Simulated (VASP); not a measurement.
SnO2: single point with PBEsol

SnO2:

```xyz
6
Lattice="4.7148 0.0000 0.0000 0.0000 4.7148 0.0000 0.0000 0.0000 3.3570" Properties=species:S:1:pos:R:3 pbc="T T T"
Sn    2.3574    2.3574    1.6785
Sn    0.0000    0.0000    0.0000
O     0.9089    3.8058    1.6785
O     3.8058    0.9089    1.6785
O     1.4484    1.4484    0.0000
O     3.2663    3.2663    0.0000
```

This cell differs from its parent crystal: uniaxial strain along c: +4.5 %.

- Program: VASP 6.6.1
- Task: single point
- Functional: PBEsol
- Potentials or basis: VASP PAW PBE potentials, release 64 (Sn_d, O)
- Cutoff: 520 eV
- k mesh: 6 × 6 × 8
- Occupations: gaussian, width 0.02 eV
- Spin: no spin polarisation
- Dipole correction: no
- Further INCAR settings: ALGO = Normal; EDIFF = 1e-06; NBANDS = 35

```yaml
Pressure: -4.9 GPa
Largest_force: 0.054 eV/Å
Band_gap_on_the_k_mesh: 0.52 eV
```

Forces in eV/Å, atoms in the order of the input:
```
Sn   0.000  0.000  0.000
Sn   0.000  0.000  0.000
O   -0.038  0.038  0.000
O    0.038 -0.038  0.000
O    0.038  0.038  0.000
O   -0.038 -0.038  0.000
```

Stress tensor (GPa, compression positive):
```
 -1.25   0.00   0.00
  0.00  -1.25   0.00
  0.00   0.00 -12.33
```

Levels at points of the mesh, in eV from the valence-band top:
```csv
k point,band 23,band 24,band 25,band 26,band 27,band 28,band 29,band 30
"(0.00, 0.00, 0.00)",-1.37,-0.68,-0.68,0.00,0.52,5.17,5.58,5.58
"(0.50, 0.00, 0.00)",-1.30,-1.30,-0.57,-0.57,3.87,3.87,6.31,6.31
"(0.50, 0.50, 0.00)",-1.46,-1.46,-0.74,-0.74,4.11,4.11,6.85,6.85
"(0.00, 0.00, 0.50)",-1.59,-1.59,-1.18,-1.18,5.56,5.56,9.40,9.40
"(0.50, 0.00, 0.50)",-0.98,-0.98,-0.62,-0.62,5.90,5.90,7.80,7.80
"(0.50, 0.50, 0.50)",-0.87,-0.87,-0.69,-0.69,4.39,4.39,8.53,8.53
```

Run time: 2.5 min on 1 thread of Intel Xeon 8259CL, with other jobs on the host, peak memory 0.25 GiB.

Caveat: the cell differs from its parent crystal (uniaxial strain along c: +4.5 %); the cell stands under tension; the PAW data sets were made with another functional, which shifts forces and pressure a little; spin-orbit coupling is left out, which moves the levels of the heavy elements.
